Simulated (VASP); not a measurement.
# Cd3SnS4 in VASP: a series of runs

The runs below take Cd3SnS4 through single point, relaxation of cell and atoms, with PBE.

Everything below comes from runs of VASP 6.6.1. Logs are shortened: lines on timing, memory, paths and dates and some standing lists are left out, and cuts for length are marked.

## (1) The cell of the first run

It takes space group I4/mmm (No. 139, tetragonal). The conventional cell has a = 5.594 Å, b = 5.594 Å, c = 11.117 Å, α = 90.00°, β = 90.00°, γ = 90.00°. Within 3.5 Å of Cd (site symmetry 4/mmm) lie 6 S at 2.69 to 2.80 Å. Cd (site symmetry -4m2) has 6 S at 2.78 to 2.80 Å within 3.7 Å. Sn (site symmetry 4/mmm) has 6 S at 2.80 to 2.87 Å within 3.7 Å. S (site symmetry mmm) has 4 Cd at 2.78 to 2.80 Å and 2 Sn at 2.80 Å within 3.7 Å. S (site symmetry 4mm) has 5 Cd at 2.69 to 2.80 Å and 1 Sn at 2.87 Å within 3.5 Å.

The cell was built from a structure type or drawn by symmetry, and may not be a known phase.

## (2) Single point, PBE

INCAR reads:

```
ALGO = Normal ; EDIFF = 1E-6
ENCUT = 520 ; GGA = PE
ISIF = 2 ; ISMEAR = 0
LASPH = True ; LCHARG = False
LREAL = False ; LWAVE = False
NBANDS = 47 ; NELM = 100
PREC = Accurate ; SIGMA = 0.15
```

KPOINTS reads:

```
k-points
0
Gamma
  3 3 3
```

POSCAR reads:

```
Cd3SnS4
1.0
   -2.7971357519      2.7971357519      5.5584052361
    2.7971357519     -2.7971357519      5.5584052361
    2.7971357519      2.7971357519     -5.5584052361
Cd Sn S
3 1 4
Direct
    0.5000000000      0.5000000000      0.0000000000
    0.7500000000      0.2500000000      0.5000000000
    0.2500000000      0.7500000000      0.5000000000
    0.0000000000      0.0000000000      0.0000000000
    0.0000000000      0.5000000000      0.5000000000
    0.5000000000      0.0000000000      0.5000000000
    0.2579159677      0.2579159677      0.0000000000
    0.7420840323      0.7420840323      0.0000000000
```

Potentials or basis: VASP PAW PBE potentials, release 64 (Cd, Sn_d, S).

The run is started by

```bash
$ cat potpaw_PBE.64/Cd/POTCAR potpaw_PBE.64/Sn_d/POTCAR potpaw_PBE.64/S/POTCAR > POTCAR
$ mpirun -np 1 vasp_std > vasp.out
```

OUTCAR:

```text
EDIFF = 1E-6
   ENCUT = 520
   GGA = PE
   ISIF = 2
   ISMEAR = 0
   LASPH = True
   LREAL = False
   NELM = 100
   PREC = Accurate

 ion  position               nearest neighbor table
   1  0.500  0.500  0.000-   7 2.69   8 2.69   5 2.80   6 2.80   6 2.80   5 2.80
   2  0.750  0.250  0.500-   5 2.78   6 2.78   7 2.80   8 2.80   7 2.80   8 2.80
   3  0.250  0.750  0.500-   5 2.78   6 2.78   7 2.80   8 2.80   7 2.80   8 2.80
   4  0.000  0.000  0.000-   5 2.80   6 2.80   5 2.80   6 2.80   7 2.87   8 2.87
   5  0.000  0.500  0.500-   2 2.78   3 2.78   1 2.80   4 2.80   4 2.80   1 2.80
   6  0.500  0.000  0.500-   2 2.78   3 2.78   1 2.80   4 2.80   1 2.80   4 2.80
   7  0.258  0.258  0.000-   1 2.69   2 2.80   3 2.80   3 2.80   2 2.80   4 2.87
   8  0.742  0.742  0.000-   1 2.69   2 2.80   3 2.80   2 2.80   3 2.80   4 2.87

  LATTYP: Found a body centered tetragonal cell.
 ALAT       =     5.5942715038
 C/A-ratio  =     1.9871775020

  Lattice vectors:

 A1 = (  -2.7971357519,   2.7971357519,   5.5584052361)
 A2 = (   2.7971357519,  -2.7971357519,   5.5584052361)
 A3 = (   2.7971357519,   2.7971357519,  -5.5584052361)

Analysis of symmetry for initial positions (statically):
=====================================================================
 Subroutine PRICEL returns:
 Original cell was already a primitive cell.

 Routine SETGRP: Setting up the symmetry group for a
 body centered tetragonal supercell.

 Subroutine GETGRP returns: Found 16 space group operations
 (whereof 16 operations were pure point group operations)
 out of a pool of 16 trial point group operations.

The static configuration has the point symmetry D_4h.

Analysis of symmetry for dynamics (positions and initial velocities):
=====================================================================
 Subroutine PRICEL returns:
 Original cell was already a primitive cell.

 Routine SETGRP: Setting up the symmetry group for a
 body centered tetragonal supercell.

 Subroutine GETGRP returns: Found 16 space group operations
 (whereof 16 operations were pure point group operations)
 out of a pool of 16 trial point group operations.

The dynamic configuration has the point symmetry D_4h.

 Subroutine INISYM returns: Found 16 space group operations
 (whereof 16 operations are pure point group operations),
 and found     1 'primitive' translations

----------------------------------------------------------------------------------------

                                     Primitive cell

  volume of cell :     173.9551

  direct lattice vectors                    reciprocal lattice vectors
    -2.797135752  2.797135752  5.558405236     0.000000000  0.178754285  0.089953859
     2.797135752 -2.797135752  5.558405236     0.178754285  0.000000000  0.089953859
     2.797135752  2.797135752 -5.558405236     0.178754285  0.178754285  0.000000000

  length of vectors
     6.822302075  6.822302075  6.822302075     0.200111946  0.200111946  0.252796733

  position of ions in fractional coordinates (direct lattice)
     0.500000000  0.500000000  0.000000000
     0.750000000  0.250000000  0.500000000
     0.250000000  0.750000000  0.500000000
     0.000000000  0.000000000  0.000000000
     0.000000000  0.500000000  0.500000000
     0.500000000  0.000000000  0.500000000
     0.257915968  0.257915968  0.000000000
     0.742084032  0.742084032  0.000000000

  ion indices of the primitive-cell ions
   primitive index   ion index
                 1           1
                 2           2
                 3           3
                 4           4
                 5           5
                 6           6
                 7           7
                 8           8

----------------------------------------------------------------------------------------

 KPOINTS: k-points

Automatic generation of k-mesh.
 Grid dimensions read from file:
 generate k-points for:    3    3    3

 Generating k-lattice:

  Cartesian coordinates                     Fractional coordinates (reciprocal lattice)
     0.000000000  0.059584762  0.029984620     0.333333333 -0.000000000  0.000000000
     0.059584762  0.000000000  0.029984620    -0.000000000  0.333333333  0.000000000
     0.059584762  0.059584762  0.000000000     0.000000000  0.000000000  0.333333333

  Length of vectors
     0.066703982  0.066703982  0.084265578

  Shift w.r.t. Gamma in fractional coordinates (k-lattice)
     0.000000000  0.000000000  0.000000000

 Subroutine IBZKPT returns following result:
 ===========================================

 Found      6 irreducible k-points:

 Following reciprocal coordinates:
            Coordinates               Weight
  0.000000  0.000000  0.000000      1.000000
  0.333333  0.000000  0.000000      8.000000
  0.333333  0.333333 -0.000000      8.000000
 -0.333333  0.333333  0.000000      4.000000
 -0.333333  0.333333  0.333333      4.000000
 -0.333333 -0.333333  0.333333      2.000000
   k-points           NKPTS =      6   k-points in BZ     NKDIM =      6   number of bands    NBANDS=     47
   number of dos      NEDOS =    301   number of ions     NIONS =      8
   total plane-waves  NPLWV = 157464
   dimension x,y,z NGX =    54 NGY =   54 NGZ =   54
   dimension x,y,z NGXF=   108 NGYF=  108 NGZF=  108
   ions per type =               3   1   4
   NGX,Y,Z   is equivalent  to a cutoff of  13.16, 13.16, 13.16 a.u.
   NGXF,Y,Z  is equivalent  to a cutoff of  26.32, 26.32, 26.32 a.u.
 SYSTEM =  unknown system
   PREC   = accura    normal or accurate (medium, high low for compatibility)
   ISTART =      0    job   : 0-new  1-cont  2-samecut
   ICHARG =      2    charge: 1-file 2-atom 10-const
   ISPIN  =      1    spin polarized calculation?
   LNONCOLLINEAR =      F non collinear calculations
   LSORBIT =      F    spin-orbit coupling
   LASPH  =      T    aspherical Exc in radial PAW
   ENCUT  =  520.0 eV  38.22 Ry    6.18 a.u.  12.68 12.68 12.68*2*pi/ulx,y,z
   NELM   =    100;   NELMIN=  2; NELMDL= -5     # of ELM steps
   EDIFF  = 0.1E-05   stopping-criterion for ELM
   LREAL  =      F    real-space projection
   EDIFFG = 0.1E-04   stopping-criterion for IOM
   NSW    =      0    number of steps for IOM
   IBRION =     -1    ionic relax: 0-MD 1-quasi-New 2-CG
   NFREE  =      0    steps in history (QN), initial steepest desc. (CG)
   ISIF   =      2    stress and relaxation
   ISYM   =      2    0-nonsym 1-usesym 2-fastsym
   POTIM  = 0.5000    time-step for ionic-motion
   TEBEG  =    0.0;   TEEND  =   0.0 temperature during run
   PSTRESS=    0.0 pullay stress
   NELECT =      74.0000    total number of electrons
   NUPDOWN=      -1.0000    fix difference up-down
   EMIN   =  10.00;   EMAX   =-10.00  energy-range for DOS
   EFERMI =   0.00;   METHOD = LEGACY
   ISMEAR =     0;   SIGMA  =   0.15  broadening in eV -4-tet -1-fermi 0-gaus
   EFERMI_NEDOS =   21; number of points for ismear=-14 and -15
   IALGO  =     38    algorithm
   IMIX   =      4    mixing-type and parameters
     AMIX     =   0.40;   BMIX     =  1.00
     AMIX_MAG =   1.60;   BMIX_MAG =  1.00
  volume/ion in A,a.u.               =      21.74       146.74
  Fermi-wavevector in a.u.,A,eV,Ry     =   1.231231  2.326690 20.625486  1.515930
  Thomas-Fermi vector in A             =   2.366049
   LORBIT       =      0    0 simple, 1 ext, 2 COOP (PROOUT), +10 PAW based schemes
   GGA     = PE    functional components
   LHFCALC =     F    Hartree Fock is set to
   AEXX    =    0.0000 exact exchange contribution
   IVDW    =     0    specifies the selected vdW correction
   LEPSILON=     F    determine dielectric tensor
   LRPA    =     F    only Hartree local field effects (RPA)
 non-spin polarized calculation
 Gauss-broadening in eV      SIGMA  =   0.15
  energy-cutoff  :      520.00
  volume of cell :      173.96
 maximum number of plane-waves:      4725
 NGX is ok and might be reduce to    54
   NGX = 25   NGY = 25   NGZ = 25

 number of electron      74.0000006 magnetization

 Free energy of the ion-electron system (eV)
  ---------------------------------------------------
  ext. energy  EPLUGINS =         0.00000000
  ---------------------------------------------------
  free energy    TOTEN  =       -26.46796310 eV

  energy without entropy =      -26.44706267  energy(sigma->0) =      -26.45751288

 E-fermi :   4.2481     XC(G=0): -10.1702

 val. band max:        4.2211704093   @ k =  -0.3333   0.3333   0.0000
 cond. band min:       4.2828408351   @ k =  -0.3333  -0.3333   0.3333
 fundamental gap:      0.0616704258
 Fermi energy:         4.2480704618

 k-point     1 :       0.0000    0.0000    0.0000
  band No.  band energies     occupation
      1     -16.8827      2.00000
      2     -16.8497      2.00000
      3     -16.8497      2.00000
      4     -16.8407      2.00000
      5     -16.8102      2.00000
      6      -9.2966      2.00000
[... 39 lines left out ...]
     46      10.4522      0.00000
     47      10.4522      0.00000

 k-point     2 :       0.3333    0.0000    0.0000
  band No.  band energies     occupation
      1     -16.8815      2.00000
      2     -16.8499      2.00000
      3     -16.8496      2.00000
      4     -16.8368      2.00000
      5     -16.8104      2.00000
      6      -8.9426      2.00000
[... 39 lines left out ...]
     46      10.0548      0.00000
     47      10.2724      0.00000

 k-point     3 :       0.3333    0.3333   -0.0000
  band No.  band energies     occupation
      1     -16.8801      2.00000
      2     -16.8499      2.00000
      3     -16.8498      2.00000
      4     -16.8331      2.00000
      5     -16.8107      2.00000
      6      -8.5435      2.00000
[... 39 lines left out ...]
     46       9.4003      0.00000
     47       9.9548      0.00000

 k-point     4 :      -0.3333    0.3333    0.0000
  band No.  band energies     occupation
      1     -16.8801      2.00000
      2     -16.8499      2.00000
      3     -16.8498      2.00000
      4     -16.8331      2.00000
      5     -16.8107      2.00000
      6      -8.7629      2.00000
[... 39 lines left out ...]
     46       9.5564      0.00000
     47      10.1114      0.00000

 k-point     5 :      -0.3333    0.3333    0.3333
  band No.  band energies     occupation
      1     -16.8815      2.00000
      2     -16.8499      2.00000
      3     -16.8496      2.00000
      4     -16.8369      2.00000
      5     -16.8104      2.00000
      6      -8.5887      2.00000
[... 39 lines left out ...]
     46       9.8714      0.00000
     47      10.1997      0.00000

 k-point     6 :      -0.3333   -0.3333    0.3333
  band No.  band energies     occupation
      1     -16.8827      2.00000
      2     -16.8496      2.00000
      3     -16.8496      2.00000
      4     -16.8408      2.00000
      5     -16.8102      2.00000
      6      -9.0119      2.00000
[... 39 lines left out ...]
     46      10.5797      0.00000
     47      10.6487      0.00000

------------------------ aborting loop because EDIFF is reached ----------------------------------------

  FORCE on cell =-STRESS in cart. coord.  units (eV):
  Direction    XX          YY          ZZ          XY          YZ          ZX
  --------------------------------------------------------------------------------------
  -------------------------------------------------------------------------------------
  Total        0.1925328      0.1925328     -0.0790486      0.0000000      0.0000000     -0.0000000
  in kB        1.7732830      1.7732830     -0.7280605      0.0000000      0.0000000     -0.0000000
  external PRESSURE =       0.9395018 kB  Pullay stress =       0.0000000 kB

 VOLUME and BASIS-vectors are now :
 -----------------------------------------------------------------------------
  energy-cutoff  :      520.00
  volume of cell :      173.96
      direct lattice vectors                 reciprocal lattice vectors
    -2.797135752  2.797135752  5.558405236     0.000000000  0.178754285  0.089953859
     2.797135752 -2.797135752  5.558405236     0.178754285  0.000000000  0.089953859
     2.797135752  2.797135752 -5.558405236     0.178754285  0.178754285  0.000000000

 POSITION                                       TOTAL-FORCE (eV/Angst)
 -----------------------------------------------------------------------------------
      0.00000      0.00000      5.55841        -0.000000     -0.000000      0.000000
      0.00000      2.79714      2.77920        -0.000000     -0.000000      0.000000
      2.79714      0.00000      2.77920        -0.000000     -0.000000      0.000000
      0.00000      0.00000      0.00000        -0.000000     -0.000000      0.000000
      2.79714      0.00000      0.00000        -0.000000     -0.000000      0.000000
      0.00000      2.79714      0.00000        -0.000000     -0.000000      0.000000
      0.00000      0.00000      2.86720         0.000000      0.000000      0.008757
      0.00000      0.00000      8.24961        -0.000000     -0.000000     -0.008757
 -----------------------------------------------------------------------------------
    total drift:                                0.000000      0.000000      0.000000

  FREE ENERGIE OF THE ION-ELECTRON SYSTEM (eV)
  ---------------------------------------------------
  free  energy   TOTEN  =       -26.4679630984 eV

  energy  without entropy=      -26.4470626666  energy(sigma->0) =      -26.45751288
```

Wall time 63 s (1 thread of Intel Xeon Platinum 8488C (Sapphire Rapids), shared host); peak memory 0.4 GiB.

Results:

```yaml
Free_energy: -26.4680 eV
Pressure: 0.1 GPa
Largest_force: 0.009 eV/Å
Band_gap_on_the_k_mesh: zero (bands 37 and 38 overlap by 0.37 eV)
```

Forces on the atoms (eV/Å):
```
Cd   0.000  0.000  0.000
Cd   0.000  0.000  0.000
Cd   0.000  0.000  0.000
Sn   0.000  0.000  0.000
S    0.000  0.000  0.000
S    0.000  0.000  0.000
S    0.000  0.000  0.009
S    0.000  0.000 -0.009
```

Caveat: the k points lie up to 0.42 Å⁻¹ apart; semilocal functionals underestimate gaps, so a narrow gap can read as zero; spin-orbit coupling is left out, which moves the levels of the heavy elements.

[end of part 1 of 3]
